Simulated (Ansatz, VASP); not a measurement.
## In in VASP and in Ansatz

Contents of INCAR:

```
SYSTEM = In
PREC = Accurate
ENCUT = 520
EDIFF = 1E-7
ISMEAR = 0
SIGMA = 0.15
LREAL = .False.
LASPH = .True.
NELM = 100
ALGO = Fast
ISIF = 2
LWAVE = .False.
LCHARG = .False.
GGA = PS
NBANDS = 12
```

Contents of KPOINTS:

```
Automatic mesh
0
Gamma
  20 20 20
  0 0 0
```

Contents of POSCAR:

```
In
1.0
   -1.6749345000      1.6749345000      2.5481685000
    1.6749345000     -1.6749345000      2.5481685000
    1.6749345000      1.6749345000     -2.5481685000
In
1
Direct
    0.0000000000      0.0000000000      0.0000000000
```

Input for Ansatz:

```yaml
crystal:
  lattice:
    - [-1.6749345, 1.6749345, 2.5481685]
    - [1.6749345, -1.6749345, 2.5481685]
    - [1.6749345, 1.6749345, -2.5481685]
  atoms:
    - { symbol: In, position: [0.0, 0.0, 0.0] }
basis:
  ecutwfc: 420
kpoints:
  mp_grid: { grid: [20, 20, 20] }
hamiltonian:
  xc: pbesol
scf:
  occupations: { method: gaussian, width: 0.15 }
output:
  forces: true
  stress: true
  eigenvalues: true
```

Change from the starting cell: strain +0.030 along x and y, +0.030 along z, atoms carried along.

Alike in both runs: task single point; functional PBEsol; k mesh 20 × 20 × 20; occupations gaussian, width 0.15 eV; no spin polarisation.

|  | VASP | Ansatz |
| --- | --- | --- |
| version | VASP 6.6.1 | Ansatz 0.2.0 |
| potentials or method | VASP PAW PBE potentials, release 64 (In_d), cutoff 520 eV | scalar-relativistic, plane waves, PAW |
| valence electrons in the cell | 13 | 13 |

VASP gave:

- gap on the k mesh at the Fermi level (eV): none
- pressure (GPa): -3.8
- traceless stress, the component that is largest in VASP (GPa): -0.12

Problem. What did Ansatz give for the same quantities?

Solution. gap on the k mesh at the Fermi level (eV): none; pressure (GPa): -3.7; traceless stress, the component that is largest in VASP (GPa): -0.11.

VASP's potentials were made for PBE, not for PBEsol. A gap of «none» marks a metal or a gap that the smearing closes.
